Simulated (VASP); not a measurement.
# SiC (F222) in VASP: a series of runs

SiC is run at these levels: PBE; tasks: single point.

All numbers are computed with VASP 6.6.1; they aren't measurements. Logs are shortened: lines on timing, memory, paths and dates and some standing lists are left out, and cuts for length are marked.

## 1. The cell of the first run

Symmetry: F222, No. 22, orthorhombic system. Conventional cell: a = 4.205 Å, b = 4.314 Å, c = 4.621 Å, α = 90.00°, β = 90.00°, γ = 90.00°. Within 2.5 Å of Si (site symmetry 222) lie 4 C at 1.90 Å. C (site symmetry 222) has 4 Si at 1.90 Å within 2.5 Å.

## 2. Single point, PBE

Input file INCAR:

```
SYSTEM = SiC
PREC = Accurate
ENCUT = 600
EDIFF = 1E-6
ISMEAR = 0
SIGMA = 0.05
LREAL = .False.
LASPH = .True.
NELM = 120
ALGO = Normal
ISIF = 2
LWAVE = .False.
LCHARG = .False.
GGA = PE
NBANDS = 11
GGA_COMPAT = .False.
```

Input file KPOINTS:

```
regular mesh
0
Gamma
  10 10 10
  0 0 0
```

Input file POSCAR:

```
SiC
1.0
    0.0000000000      2.1022643453      2.3103009211
    2.1570108126      0.0000000000      2.3103009211
    2.1570108126      2.1022643453      0.0000000000
Si C
1 1
Direct
    0.0000000000      0.0000000000      0.0000000000
    0.7500000000      0.7500000000      0.7500000000
```

Potentials or basis: VASP PAW PBE potentials, release 64 (Si, C).

On the command line:

```
> cat potpaw_PBE.64/Si/POTCAR potpaw_PBE.64/C/POTCAR > POTCAR
> mpirun -np 1 vasp_std > vasp.out
```

OUTCAR:

```text
SYSTEM = SiC
   PREC = Accurate
   ENCUT = 600
   EDIFF = 1E-6
   ISMEAR = 0
   LREAL = .False.
   LASPH = .True.
   NELM = 120
   ISIF = 2
   GGA = PE

 ion  position               nearest neighbor table
   1  0.000  0.000  0.000-   2 1.90   2 1.90   2 1.90   2 1.90
   2  0.750  0.750  0.750-   1 1.90   1 1.90   1 1.90   1 1.90

  LATTYP: Found a face centered orthorhombic cell.
 ALAT       =     4.2045286906
 B/A-ratio  =     1.0260416667
 C/A-ratio  =     1.0989583333

  Lattice vectors:

 A1 = (   2.1570108126,   0.0000000000,  -2.3103009211)
 A2 = (   0.0000000000,   2.1022643453,  -2.3103009211)
 A3 = (   2.1570108126,   2.1022643453,   0.0000000000)

Analysis of symmetry for initial positions (statically):
=====================================================================
 Subroutine PRICEL returns:
 Original cell was already a primitive cell.

 Routine SETGRP: Setting up the symmetry group for a
 face centered orthorhombic supercell.

 Subroutine GETGRP returns: Found  4 space group operations
 (whereof  4 operations were pure point group operations)
 out of a pool of  8 trial point group operations.

The static configuration has the point symmetry D_2 .

Analysis of symmetry for dynamics (positions and initial velocities):
=====================================================================
 Subroutine PRICEL returns:
 Original cell was already a primitive cell.

 Routine SETGRP: Setting up the symmetry group for a
 face centered orthorhombic supercell.

 Subroutine GETGRP returns: Found  4 space group operations
 (whereof  4 operations were pure point group operations)
 out of a pool of  8 trial point group operations.

The dynamic configuration has the point symmetry D_2 .

 Subroutine INISYM returns: Found  4 space group operations
 (whereof  4 operations are pure point group operations),
 and found     1 'primitive' translations

----------------------------------------------------------------------------------------

                                     Primitive cell

  volume of cell :      20.9526

  direct lattice vectors                    reciprocal lattice vectors
     0.000000000  2.102264345  2.310300921    -0.231802269  0.237838786  0.216422023
     2.157010813  0.000000000  2.310300921     0.231802269 -0.237838786  0.216422023
     2.157010813  2.102264345  0.000000000     0.231802269  0.237838786 -0.216422023

  length of vectors
     3.123620611  3.160725548  3.012011126     0.396406448  0.396406448  0.396406448

  position of ions in fractional coordinates (direct lattice)
     0.000000000  0.000000000  0.000000000
     0.750000000  0.750000000  0.750000000

  ion indices of the primitive-cell ions
   primitive index   ion index
                 1           1
                 2           2

----------------------------------------------------------------------------------------

 KPOINTS: regular mesh

Automatic generation of k-mesh.
 Grid dimensions read from file:
 generate k-points for:   10   10   10

 Generating k-lattice:

  Cartesian coordinates                     Fractional coordinates (reciprocal lattice)
    -0.023180227  0.023783879  0.021642202     0.100000000  0.000000000  0.000000000
     0.023180227 -0.023783879  0.021642202     0.000000000  0.100000000  0.000000000
     0.023180227  0.023783879 -0.021642202    -0.000000000 -0.000000000  0.100000000

  Length of vectors
     0.039640645  0.039640645  0.039640645

  Shift w.r.t. Gamma in fractional coordinates (k-lattice)
     0.000000000  0.000000000  0.000000000

 Subroutine IBZKPT returns following result:
 ===========================================

 Found    171 irreducible k-points:

 Following reciprocal coordinates:
            Coordinates               Weight
  0.000000  0.000000  0.000000      1.000000
  0.100000  0.000000 -0.000000      8.000000
  0.200000  0.000000 -0.000000      8.000000
  0.300000  0.000000  0.000000      8.000000
  0.400000  0.000000 -0.000000      8.000000
  0.500000  0.000000 -0.000000      4.000000
[... 16 lines left out ...]
  0.300000  0.300000  0.000000      2.000000
  0.400000  0.300000 -0.000000      8.000000
 [... further k-points ...]
   k-points           NKPTS =    171   k-points in BZ     NKDIM =    171   number of bands    NBANDS=     11
   number of dos      NEDOS =    301   number of ions     NIONS =      2
   total plane-waves  NPLWV =  18816
   dimension x,y,z NGX =    28 NGY =   28 NGZ =   24
   dimension x,y,z NGXF=    56 NGYF=   56 NGZF=   48
   ions per type =               1   1
   NGX,Y,Z   is equivalent  to a cutoff of  14.90, 14.73, 13.25 a.u.
   NGXF,Y,Z  is equivalent  to a cutoff of  29.80, 29.45, 26.49 a.u.
 SYSTEM =  SiC
   PREC   = accura    normal or accurate (medium, high low for compatibility)
   ISTART =      0    job   : 0-new  1-cont  2-samecut
   ICHARG =      2    charge: 1-file 2-atom 10-const
   ISPIN  =      1    spin polarized calculation?
   LNONCOLLINEAR =      F non collinear calculations
   LSORBIT =      F    spin-orbit coupling
   LASPH  =      T    aspherical Exc in radial PAW
   ENCUT  =  600.0 eV  44.10 Ry    6.64 a.u.   6.24  6.31  6.02*2*pi/ulx,y,z
   NELM   =    120;   NELMIN=  2; NELMDL= -5     # of ELM steps
   EDIFF  = 0.1E-05   stopping-criterion for ELM
   LREAL  =      F    real-space projection
   EDIFFG = 0.1E-04   stopping-criterion for IOM
   NSW    =      0    number of steps for IOM
   IBRION =     -1    ionic relax: 0-MD 1-quasi-New 2-CG
   NFREE  =      0    steps in history (QN), initial steepest desc. (CG)
   ISIF   =      2    stress and relaxation
   ISYM   =      2    0-nonsym 1-usesym 2-fastsym
   POTIM  = 0.5000    time-step for ionic-motion
   TEBEG  =    0.0;   TEEND  =   0.0 temperature during run
   PSTRESS=    0.0 pullay stress
   NELECT =       8.0000    total number of electrons
   NUPDOWN=      -1.0000    fix difference up-down
   EMIN   =  10.00;   EMAX   =-10.00  energy-range for DOS
   EFERMI =   0.00;   METHOD = LEGACY
   ISMEAR =     0;   SIGMA  =   0.05  broadening in eV -4-tet -1-fermi 0-gaus
   EFERMI_NEDOS =   21; number of points for ismear=-14 and -15
   IALGO  =     38    algorithm
   IMIX   =      4    mixing-type and parameters
     AMIX     =   0.40;   BMIX     =  1.00
     AMIX_MAG =   1.60;   BMIX_MAG =  1.00
  volume/ion in A,a.u.               =      10.48        70.70
  Fermi-wavevector in a.u.,A,eV,Ry     =   1.187660  2.244352 19.191508  1.410536
  Thomas-Fermi vector in A             =   2.323806
   LORBIT       =      0    0 simple, 1 ext, 2 COOP (PROOUT), +10 PAW based schemes
   GGA     = PE    functional components
   LHFCALC =     F    Hartree Fock is set to
   AEXX    =    0.0000 exact exchange contribution
   IVDW    =     0    specifies the selected vdW correction
   LEPSILON=     F    determine dielectric tensor
   LRPA    =     F    only Hartree local field effects (RPA)
 non-spin polarized calculation
 Gauss-broadening in eV      SIGMA  =   0.05
  energy-cutoff  :      600.00
  volume of cell :       20.95
 maximum number of plane-waves:       718
 NGX is ok and might be reduce to    28
   NGX = 13   NGY = 13   NGZ = 13

 number of electron       8.0000000 magnetization

 Free energy of the ion-electron system (eV)
  ---------------------------------------------------
  ext. energy  EPLUGINS =         0.00000000
  ---------------------------------------------------
  free energy    TOTEN  =       -14.97538794 eV

  energy without entropy =      -14.97538794  energy(sigma->0) =      -14.97538794

 E-fermi :   8.5582     XC(G=0): -11.3098

 val. band max:        8.2685302276   @ k =   0.0000   0.0000   0.0000
 cond. band min:       9.0330472037   @ k =   0.5000   0.0000   0.5000
 fundamental gap:      0.7645169761
 Fermi energy:         8.5581957691

 k-point     1 :       0.0000    0.0000    0.0000
  band No.  band energies     occupation
      1      -7.3277      2.00000
      2       7.5774      2.00000
      3       8.1384      2.00000
      4       8.2685      2.00000
      5      13.9961      0.00000
      6      15.1182      0.00000
      7      15.2047      0.00000
      8      15.3430      0.00000
      9      20.9677      0.00000
     10      23.2789      0.00000
     11      23.6407      0.00000

 k-point     2 :       0.1000    0.0000   -0.0000
  band No.  band energies     occupation
      1      -7.1335      2.00000
      2       6.9005      2.00000
      3       7.6935      2.00000
      4       8.1141      2.00000
      5      14.2646      0.00000
      6      15.1686      0.00000
      7      15.4356      0.00000
      8      15.7525      0.00000
      9      20.3068      0.00000
     10      22.4377      0.00000
     11      24.1242      0.00000

 k-point     3 :       0.2000    0.0000   -0.0000
  band No.  band energies     occupation
      1      -6.5595      2.00000
      2       4.8716      2.00000
      3       7.2230      2.00000
      4       7.8888      2.00000
      5      13.8339      0.00000
      6      15.6314      0.00000
      7      15.9445      0.00000
      8      16.7400      0.00000
      9      20.2354      0.00000
     10      21.3670      0.00000
     11      23.6945      0.00000

 k-point     4 :       0.3000    0.0000    0.0000
  band No.  band energies     occupation
      1      -5.6415      2.00000
      2       2.5869      2.00000
      3       6.8000      2.00000
      4       7.6648      2.00000
      5      13.2476      0.00000
      6      15.4774      0.00000
      7      16.1688      0.00000
      8      17.7123      0.00000
      9      21.3788      0.00000
     10      21.6828      0.00000
     11      23.4897      0.00000
[... 239 lines left out ...]
 k-point    22 :      -0.2000    0.2000    0.0000
  band No.  band energies     occupation
      1      -5.2436      2.00000
      2       3.0161      2.00000
      3       4.3662      2.00000
      4       7.8240      2.00000
      5      14.8170      0.00000
      6      15.7927      0.00000
      7      16.4633      0.00000
      8      16.6507      0.00000
      9      19.7498      0.00000
     10      23.6622      0.00000
     11      25.3324      0.00000

 k-point    23 :       0.3000    0.3000    0.0000
  band No.  band energies     occupation
      1      -5.2887      2.00000
      2       3.0161      2.00000
      3       6.1165      2.00000
      4       6.1725      2.00000
      5      11.3322      0.00000
      6      14.2359      0.00000
      7      19.1559      0.00000
      8      19.3059      0.00000
      9      19.7236      0.00000
     10      25.8403      0.00000
     11      28.9856      0.00000

 k-point    24 :       0.4000    0.3000   -0.0000
  band No.  band energies     occupation
      1      -4.4823      2.00000
      2       1.9011      2.00000
      3       5.1640      2.00000
      4       5.9283      2.00000
      5      11.2327      0.00000
      6      14.4023      0.00000
      7      19.0324      0.00000
      8      20.0312      0.00000
      9      21.1743      0.00000
     10      26.3756      0.00000
     11      28.6485      0.00000

 [... further k-points ...]
[... 5 lines left out ...]
  --------------------------------------------------------------------------------------
  -------------------------------------------------------------------------------------
  Total        0.7545406      1.3358619     -2.1386971      0.0000000      0.0000000      0.0000000
  in kB       57.6972365    102.1489626   -163.5391269      0.0000000      0.0000000      0.0000000
  external PRESSURE =      -1.2309759 kB  Pullay stress =       0.0000000 kB

 VOLUME and BASIS-vectors are now :
 -----------------------------------------------------------------------------
  energy-cutoff  :      600.00
  volume of cell :       20.95
      direct lattice vectors                 reciprocal lattice vectors
     0.000000000  2.102264345  2.310300921    -0.231802269  0.237838786  0.216422023
     2.157010813  0.000000000  2.310300921     0.231802269 -0.237838786  0.216422023
     2.157010813  2.102264345  0.000000000     0.231802269  0.237838786 -0.216422023

 POSITION                                       TOTAL-FORCE (eV/Angst)
 -----------------------------------------------------------------------------------
      0.00000      0.00000      0.00000        -0.000000      0.000000      0.000000
      3.23552      3.15340      3.46545         0.000000      0.000000     -0.000000
 -----------------------------------------------------------------------------------
    total drift:                                0.000000      0.000000      0.000000

  FREE ENERGIE OF THE ION-ELECTRON SYSTEM (eV)
  ---------------------------------------------------
  free  energy   TOTEN  =       -14.9753879425 eV

  energy  without entropy=      -14.9753879425  energy(sigma->0) =      -14.97538794
```

Wall time 88 s (1 thread of Intel Xeon 8259CL, shared host); peak memory 0.18 GiB.

What came out:

| Item | Value |
| --- | --- |
| Free energy | -14.9754 eV |
| Pressure | -0.1 GPa |
| Band gap on the k mesh | 0.76 eV (least direct gap 4.44 eV) |

Caveat: the cell differs from its parent crystal (strain +e along x and -e along y -0.0350, strain +e along z and -e/2 along x and y -0.0400); the stress differs along the axes, from -16 to 10 GPa; semilocal functionals underestimate gaps, and a narrow one can read as zero.

## 3. Single point, PBE

Input file INCAR:

```
SYSTEM = SiC
ALGO = Normal ; EDIFF = 1E-6
ENCUT = 600 ; GGA = PE
GGA_COMPAT = .FALSE. ; ISIF = 2
ISMEAR = 0 ; LASPH = .TRUE.
LCHARG = .TRUE. ; LELF = .TRUE.
LREAL = .FALSE. ; LVHAR = .TRUE.
LWAVE = .FALSE. ; NBANDS = 11
NELM = 120 ; PREC = Accurate
SIGMA = 0.05
```

Input file KPOINTS:

```
k-points
0
G
  10 10 10
  0 0 0
```

Input file POSCAR:

```
SiC
1.0
    0.0000000000      2.1898586930      2.2665037473
    2.1132136387      0.0000000000      2.2665037473
    2.1132136387      2.1898586930      0.0000000000
Si C
1 1
Direct
    0.0000000000      0.0000000000      0.0000000000
    0.7500000000      0.7500000000      0.7500000000
```

Potentials or basis: VASP PAW PBE potentials, release 64 (Si, C).

On the command line:

```
> cat potpaw_PBE.64/Si/POTCAR potpaw_PBE.64/C/POTCAR > POTCAR
> mpirun -np 1 vasp_std > vasp.out
```

Run time: 79 s. Hardware: 1 thread of Intel Xeon 8259CL, shared host; peak memory 0.18 GiB.

Results (log left out):

| Item | Value |
| --- | --- |
| Free energy | -15.0210 eV |
| Pressure | -0.2 GPa |
| Band gap on the k mesh | 0.84 eV (least direct gap 4.46 eV) |

Stress tensor (GPa, compression positive):
```
 8.24  0.00  0.00
 0.00  1.02  0.00
 0.00  0.00 -9.78
```

Levels at points of the mesh, in eV from the valence-band top:
```csv
k point,band 1,band 2,band 3,band 4,band 5,band 6,band 7,band 8
"(0.00, 0.00, 0.00)",-15.53,-0.48,-0.20,0.00,5.81,6.89,7.00,7.08
"(0.50, 0.00, 0.00)",-12.01,-8.69,-1.64,-0.92,4.77,6.66,7.55,9.80
"(0.50, 0.50, 0.00)",-10.83,-8.41,-3.03,-2.98,1.47,4.64,13.23,13.77
"(0.50, 0.00, 0.50)",-10.57,-7.99,-3.43,-3.31,1.16,4.06,12.53,14.19
"(0.00, 0.50, 0.50)",-10.30,-7.54,-3.78,-3.72,0.84,3.44,12.93,14.02
```

Caveat: the cell differs from its parent crystal (strain +e along x and -e along y -0.0350, strain +e along z and -e/2 along x and y +0.0000); the stress differs along the axes, from -10 to 8 GPa. A k mesh can miss the band edges.

## 4. Single point, PBE

Input file INCAR:

```
ALGO     = Normal         # electronic algorithm
EDIFF    = 1E-6           # SCF threshold, eV
ENCUT    = 600            # plane-wave cutoff, eV
GGA      = PE             # functional
GGA_COMPAT= False        
ISIF     = 2              # what is computed and relaxed
ISMEAR   = 0              # smearing method
LASPH    = True           # aspherical terms in the spheres
LCHARG   = False          # write CHGCAR
LREAL    = False          # projectors in reciprocal space
LWAVE    = False          # write WAVECAR
NBANDS   = 11             # bands
NELM     = 120            # most SCF steps
PREC     = Accurate       # precision mode
SIGMA    = 0.05           # smearing width, eV
```

Input file KPOINTS:

```
k-points
0
Gamma
  10 10 10
```

Input file POSCAR:

```
SiC
1.0
    0.0000000000      2.1679601061      2.2774530407
    2.1241629322      0.0000000000      2.2774530407
    2.1241629322      2.1679601061      0.0000000000
Si C
1 1
Direct
    0.0000000000      0.0000000000      0.0000000000
    0.7500000000      0.7500000000      0.7500000000
```

On the command line:

```
> cat potpaw_PBE.64/Si/POTCAR potpaw_PBE.64/C/POTCAR > POTCAR
> mpirun -np 1 vasp_std > vasp.out
```

Run time: 58 s. Hardware: 1 thread of Intel Xeon 8259CL, shared host; peak memory 0.18 GiB.

It converged, with:

- Free energy: -15.0166 eV
- Pressure: -0.2 GPa
- Band gap on the k mesh: 0.91 eV (least direct gap 4.46 eV)

Stress tensor (GPa, compression positive):
```
  7.51   0.00   0.00
  0.00   3.53   0.00
  0.00   0.00 -11.52
```

Levels at points of the mesh, in eV from the valence-band top:
| k point | band 1 | band 2 | band 3 | band 4 | band 5 | band 6 | band 7 | band 8 |
| --- | --- | --- | --- | --- | --- | --- | --- | --- |
| (0.00, 0.00, 0.00) | -15.51 | -0.50 | -0.11 | 0.00 | 5.83 | 6.93 | 7.00 | 7.11 |
| (0.50, 0.00, 0.00) | -11.98 | -8.67 | -1.64 | -0.88 | 4.75 | 6.81 | 7.49 | 9.82 |
| (0.50, 0.50, 0.00) | -10.85 | -8.45 | -2.95 | -2.92 | 1.54 | 4.75 | 13.51 | 13.73 |
| (0.50, 0.00, 0.50) | -10.47 | -7.84 | -3.51 | -3.39 | 1.09 | 3.91 | 12.51 | 14.36 |
| (0.00, 0.50, 0.50) | -10.32 | -7.59 | -3.72 | -3.62 | 0.91 | 3.55 | 12.74 | 14.28 |

Caveat: the cell differs from its parent crystal (strain +e along x and -e along y -0.0350, strain +e along z and -e/2 along x and y -0.0100); the stress differs along the axes, from -12 to 8 GPa. A k mesh can miss the band edges.

## 5. The runs side by side

```tsv
cell	gap on the mesh (eV)	pressure (GPa)
a = 3.124, b = 3.161, c = 3.012 Å, angles 60.7, 62.0, 57.3°, 2 atoms	0.76	-0.1
a = 3.152, b = 3.099, c = 3.043 Å, angles 61.7, 60.0, 58.3°, 2 atoms	0.84	-0.2
a = 3.144, b = 3.114, c = 3.035 Å, angles 61.5, 60.5, 58.0°, 2 atoms	0.91	-0.2
```

Alike in all rows: task single point; level PBE; potentials or basis VASP PAW PBE potentials, release 64 (Si, C); no spin polarisation; k mesh 10 × 10 × 10; cutoff (eV) 600; smearing gaussian 0.05 eV.

Caveats: the stress differs along the axes, from -16 to 10 GPa (at least some runs); semilocal functionals underestimate gaps, and a narrow one can read as zero (at least some runs); the stress differs along the axes, from -10 to 8 GPa (at least some runs); the stress differs along the axes, from -12 to 8 GPa (at least some runs).

Absolute energies hang on the potentials; compare differences alone.
